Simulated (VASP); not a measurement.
A run of VASP 6.6.1 is set up as follows.

Contents of INCAR:

```
PREC = Accurate
ENCUT = 520
EDIFF = 1E-6
ISMEAR = -1
SIGMA = 0.05
LREAL = False
LASPH = True
NELM = 150
ALGO = Normal
ISIF = 2
LWAVE = False
LCHARG = False
ISPIN = 2
MAGMOM = 2 0 0 0 0
LORBIT = 11
LMAXMIX = 4
LDAU = True
LDAUTYPE = 2
LDAUL = 2 -1 -1
LDAUU = 5 0 0
LDAUJ = 0 0 0
LDAUPRINT = 1
NBANDS = 30
```

The input KPOINTS:

```
regular mesh
0
Gamma
  5 5 8
```

The input POSCAR:

```
CoCl2O2
1.0
    3.3234300736     -2.9770126521     -0.2519750658
    3.3234300736      2.9770126521     -0.2519750658
   -0.6334750813      0.0000000000      3.4214940981
Co Cl O
1 2 2
Direct
    0.0000000000      0.0000000000      0.0000000000
    0.7442309373      0.7442309373      0.4235309488
    0.2557690627      0.2557690627      0.5764690512
    0.7148786896      0.2851213104      0.0000000000
    0.2851213104      0.7148786896      0.0000000000
```

Potentials or basis: VASP PAW LDA potentials, release 64 (Co, Cl, O).

Launch:

```bash
$ cat potpaw_LDA.64/Co/POTCAR potpaw_LDA.64/Cl/POTCAR potpaw_LDA.64/O/POTCAR > POTCAR
$ mpirun -np 1 vasp_std > vasp.out
```

Q: Predict the site moments.

A: Co +1.94; Cl -0.05; O +0.08 μB.

Q: What does it give for the pressure?

A: -2.3 GPa.

Q: Predict the net moment.

A: 2.03 μB per cell.

Q: What does it give for the largest force?

A: 0.573 eV/Å.

Eigenvalues of the final occupation matrices:
```csv
site,spin,trace,eigenvalues
site 1 d,1,4.64,0.78 0.91 0.96 0.99 1.00
site 1 d,2,2.73,0.20 0.33 0.60 0.66 0.95
```

Caveat: a cell with one magnetic atom can't hold antiferromagnetic order, which such compounds often take. The state reached can hang on the start; a lower one may exist.
